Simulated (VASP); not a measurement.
Input of a VASP 6.6.1 run:

File INCAR:

```
SYSTEM = Al3Si2N3
PREC     = Accurate       ! precision mode
ENCUT    = 600            ! plane-wave cutoff, eV
EDIFF    = 1E-6           ! SCF threshold, eV
ISMEAR   = 0              ! smearing method
SIGMA    = 0.2            ! smearing width, eV
LREAL    = .False.        ! projectors in reciprocal space
LASPH    = .True.         ! aspherical terms in the spheres
NELM     = 100            ! most SCF steps
ALGO     = Normal         ! electronic algorithm
ISIF     = 3              ! what is computed and relaxed
LWAVE    = .False.        ! write WAVECAR
LCHARG   = .False.        ! write CHGCAR
GGA      = PE             ! functional
IBRION   = 2              ! ionic algorithm
NSW      = 80             ! ionic steps
EDIFFG   = -0.025         ! ionic threshold
```

The input KPOINTS:

```
regular mesh
0
Gamma
  8 6 2
  0 0 0
```

File POSCAR:

```
Al3Si2N3
1.0
    3.0345725743     -0.0362040227     -0.0514140123
   -0.0392038950      3.3318234326      0.0817492048
   -0.1590130182      0.2334867994      9.4662373464
Al Si N
3 2 3
Direct
    0.4613324282      0.4772957619      0.6818433039
    0.0354070891     -0.0453174728      0.4879774807
    0.4599814060      0.4962538374      0.2530848492
    0.0136716782      0.0381529393      0.0476988350
   -0.0444034241      0.5352727680      0.8839231565
    0.5482651132     -0.0639150602      0.6246025496
    0.0517859090      0.5924589179      0.3780358863
    0.4739598004     -0.0302016913      0.1428339386
```

Potentials or basis: VASP PAW PBE potentials, release 64 (Al, Si, N).

The run is started by

```console
$ cat potpaw_PBE.64/Al/POTCAR potpaw_PBE.64/Si/POTCAR potpaw_PBE.64/N/POTCAR > POTCAR
$ mpirun -np 1 vasp_std > vasp.out
```

Estimate the space group after relaxing (to 0.05 Å).

Pmm2 (No. 25).

Predict the relaxed volume.

12.59 Å³/atom.

Final structure:
```
Al Si N
1.0
     3.10799   -0.00003   -0.00023
     0.00048    3.36912   -0.00067
     0.00215    0.00089    9.61644
Al Si N
3 2 3
Direct
  0.50080 0.50010 0.69338
  0.99966 0.99981 0.48179
  0.49944 0.50018 0.26059
  0.00001 0.00012 0.04762
  0.00075 0.50012 0.89346
  0.49958 0.99982 0.59370
  0.99976 0.49987 0.37401
  0.50000 0.99998 0.15545
```
